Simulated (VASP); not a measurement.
A run of VASP 6.6.1:

Contents of POSCAR:

```
Cd
1.0
    2.8566758760      0.0000000000      0.0000000000
    0.0000000000      2.8566758760      0.0000000000
    0.0000000000      0.0000000000      2.8566758760
Cd
1
Direct
    0.0000000000      0.0000000000      0.0000000000
```

File INCAR.step1:

```
SYSTEM = Cd
ALGO = Normal
EDIFF = 1E-5
EDIFFG = -0.005
ENCUT = 700
GGA = PE
GGA_COMPAT = .False.
IBRION = 2
ISIF = 3
ISMEAR = -1
LASPH = .True.
LCHARG = .False.
LREAL = .False.
LWAVE = .True.
NELM = 120
NELMIN = 4
NSW = 100
PREC = Accurate
SIGMA = 0.1
```

The input INCAR.step2:

```
SYSTEM = Cd
ALGO = Normal
EDIFF = 1E-7
EDIFFG = -0.01
ENCUT = 700
GGA_COMPAT = .False.
IBRION = 2
ISIF = 3
ISMEAR = -1
ISTART = 1
LASPH = .True.
LCHARG = .False.
LMIXTAU = .True.
LREAL = .False.
LWAVE = .False.
METAGGA = R2SCAN
NELM = 120
NELMIN = 4
NSW = 80
PREC = Accurate
SIGMA = 0.1
```

KPOINTS

```
k-points
0
Gamma
  11 11 11
  0 0 0
```

Potentials or basis: VASP PAW PBE potentials, release 64 (Cd_sv_GW).

Command:

```sh
$ cat potpaw_PBE.64/Cd_sv_GW/POTCAR > POTCAR
$ cp INCAR.step1 INCAR
$ mpirun -np 1 vasp_std > vasp.out
$ cp INCAR.step2 INCAR
$ mpirun -np 1 vasp_std > vasp.out
```

Hardware: 1 thread of Intel(R) Xeon(R) Platinum 8259CL CPU @ 2.50GHz (Skylake/Cascade Lake), with other jobs on the host.

Question: Estimate the wall time of this run.

Answer: It took 6.1 min on 1 thread of Intel(R) Xeon(R) Platinum 8259CL CPU @ 2.50GHz (Skylake/Cascade Lake), with other jobs on the host, peak memory 0.2 GiB. Counts: k points 56, ion steps 3.
